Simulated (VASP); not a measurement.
Here is a VASP 6.6.1 calculation.

File INCAR:

```
SYSTEM = SrCl2
PREC = Accurate ; ENCUT = 520
EDIFF = 1E-6 ; ISMEAR = 0
SIGMA = 0.01 ; LREAL = .FALSE.
LASPH = .TRUE. ; NELM = 80
ALGO = Normal ; ISIF = 2
LWAVE = .FALSE. ; LCHARG = .TRUE.
GGA = PE ; LELF = .TRUE.
LVHAR = .TRUE. ; NBANDS = 19
```

Contents of KPOINTS:

```
regular mesh
0
G
  6 6 6
  0 0 0
```

Contents of POSCAR:

```
SrCl2
1.0
    4.4072489239      0.0000000000      0.0000000000
   -2.2036244619      3.8167895289      0.0000000000
    0.0000000000      0.0000000000      5.5960649219
Sr Cl
1 2
Direct
    0.0000000000      0.0000000000      0.0000000000
    0.3333333333      0.6666666667      0.2486950223
    0.6666666667      0.3333333333      0.7513049777
```

Potentials or basis: VASP PAW PBE potentials, release 64 (Sr_sv, Cl).

Run with:

```sh
$ cat potpaw_PBE.64/Sr_sv/POTCAR potpaw_PBE.64/Cl/POTCAR > POTCAR
$ mpirun -np 1 vasp_std > vasp.out
```

Predict the largest force.

0.024 eV/Å.

Estimate the band gap on the k mesh.

5.16 eV, direct.

Estimate the pressure.

1.3 GPa.

Forces on the atoms (eV/Å):
```
Sr   0.000  0.000  0.000
Cl   0.000  0.000  0.024
Cl   0.000  0.000 -0.024
```

A k mesh can miss the band edges.
